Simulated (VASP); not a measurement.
Al30Si (a cell with a defect): single point with PBEsol

The system is Al30Si (a cell with a defect).

```
Al Si
1.0
     8.10000    0.00000    0.00000
     0.00000    8.10000    0.00000
     0.00000    0.00000    8.10000
Al Si
30 1
Direct
  0.50428 0.00156 0.00404
  0.74962 0.25022 0.00192
  0.74768 0.00576 0.24837
  0.00220 0.00176 0.99974
  0.26082 0.25026 0.01070
  0.50437 0.49900 0.00390
  0.75247 0.75023 0.99821
  0.24436 0.98388 0.24687
  0.74761 0.49460 0.24836
  0.50120 0.99831 0.50214
  0.74668 0.25023 0.49464
  0.75122 0.99848 0.74871
  0.00217 0.49869 0.99974
  0.25026 0.75027 0.99151
  0.01159 0.25021 0.25866
  0.24446 0.51657 0.24676
  0.50362 0.75024 0.24999
  0.00330 0.00008 0.50304
  0.50114 0.50219 0.50218
  0.75306 0.75017 0.50090
  0.24962 0.00457 0.74840
  0.49774 0.25023 0.74862
  0.75127 0.50197 0.74865
  0.99094 0.75015 0.24858
  0.00344 0.50029 0.50297
  0.25048 0.75025 0.50357
  0.00304 0.25023 0.74791
  0.24960 0.49595 0.74843
  0.50271 0.75030 0.75293
  0.00111 0.75022 0.75009
  0.39460 0.25027 0.32820
```

* Program: VASP 6.6.1
* Task: single point
* Functional: PBEsol
* Potentials or basis: VASP PAW PBE potentials, release 64 (Al, Si)
* Cutoff: 520 eV
* k mesh: 3 × 3 × 3
* Occupations: gaussian, width 0.1 eV
* Spin: no spin polarisation

* Pressure: -2.5 GPa
* Largest force: 0.475 eV/Å
* Band gap on the k mesh: zero (bands 47 and 48 overlap by 0.45 eV)

Forces in eV/Å, atoms in the order of the input:
```
Al  -0.014  0.015  0.026
Al  -0.005  0.000  0.015
Al  -0.025  0.007  0.009
Al   0.000 -0.004  0.007
Al  -0.034 -0.002 -0.022
Al  -0.014 -0.018  0.028
Al  -0.005  0.000  0.000
Al  -0.019  0.031  0.036
Al  -0.025 -0.007  0.009
Al  -0.019 -0.001  0.026
Al  -0.029  0.000  0.009
Al  -0.002 -0.001 -0.005
Al   0.000  0.003  0.006
Al  -0.005  0.002  0.027
Al  -0.021 -0.001 -0.015
Al  -0.021 -0.028  0.036
Al  -0.015  0.000  0.009
Al  -0.014  0.002  0.005
Al  -0.019  0.001  0.026
Al  -0.011  0.000  0.011
Al  -0.007 -0.009  0.010
Al   0.010  0.000  0.021
Al  -0.003  0.003 -0.005
Al  -0.010  0.001  0.000
Al  -0.016 -0.001  0.007
Al  -0.016  0.000  0.015
Al  -0.014  0.002 -0.002
Al  -0.008  0.006  0.011
Al  -0.005 -0.002  0.013
Al   0.011  0.002  0.001
Si   0.357 -0.003 -0.313
```

Stress tensor (GPa, compression positive):
```
-2.40  0.00  0.24
 0.00 -2.58  0.00
 0.24  0.00 -2.58
```

Levels at points of the mesh, in eV from the Fermi level:
| k point | band 43 | band 44 | band 45 | band 46 | band 47 | band 48 | band 49 | band 50 | band 51 | band 52 |
| --- | --- | --- | --- | --- | --- | --- | --- | --- | --- | --- |
| (0.00, 0.00, 0.00) | -0.45 | -0.31 | -0.27 | -0.04 | 0.38 | 0.48 | 0.57 | 0.59 | 0.61 | 0.85 |

Run time: 11 min on 1 thread of Oxide Virtual Turin-like Processor (shared host), peak memory 0.61 GiB.

Caveat: the PAW data sets were made with another functional, which shifts forces and pressure a little.
